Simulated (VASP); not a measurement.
Here is a VASP 6.6.1 calculation.

INCAR

```
SYSTEM = B2I3
PREC = Accurate
ENCUT = 600
EDIFF = 1E-6
ISMEAR = 0
SIGMA = 0.1
LREAL = .FALSE.
LASPH = .TRUE.
NELM = 80
ALGO = Normal
ISIF = 3
LWAVE = .FALSE.
LCHARG = .FALSE.
GGA = PE
IBRION = 2
NSW = 90
EDIFFG = -0.04
```

The input KPOINTS:

```
Automatic mesh
0
G
  3 3 3
  0 0 0
```

POSCAR

```
B2I3
1.0
    3.5662626668      2.0589827106      6.4911336013
   -3.5662626668      2.0589827106      6.4911336013
    0.0000000000     -4.1179654214      6.4911336013
B I
4 6
Direct
    0.8521800000      0.8521800000      0.8521800000
    0.6478200000      0.6478200000      0.6478200000
    0.1478200000      0.1478200000      0.1478200000
    0.3521800000      0.3521800000      0.3521800000
    0.0562500000      0.4437500000      0.7500000000
    0.7500000000      0.0562500000      0.4437500000
    0.4437500000      0.7500000000      0.0562500000
    0.9437500000      0.5562500000      0.2500000000
    0.2500000000      0.9437500000      0.5562500000
    0.5562500000      0.2500000000      0.9437500000
```

Potentials or basis: VASP PAW PBE potentials, release 64 (B, I).

Command:

```sh
$ cat potpaw_PBE.64/B/POTCAR potpaw_PBE.64/I/POTCAR > POTCAR
$ mpirun -np 1 vasp_std > vasp.out
```

(1) Predict the band gap on the k mesh.

(2) What does it give for the space group after relaxing (to 0.1 Å)?

Results:

(1) zero (bands 27 and 28 overlap by 0.80 eV).

(2) R-3c (No. 167).

Caveat: spin-orbit coupling is left out, which moves the levels of the heavy elements.
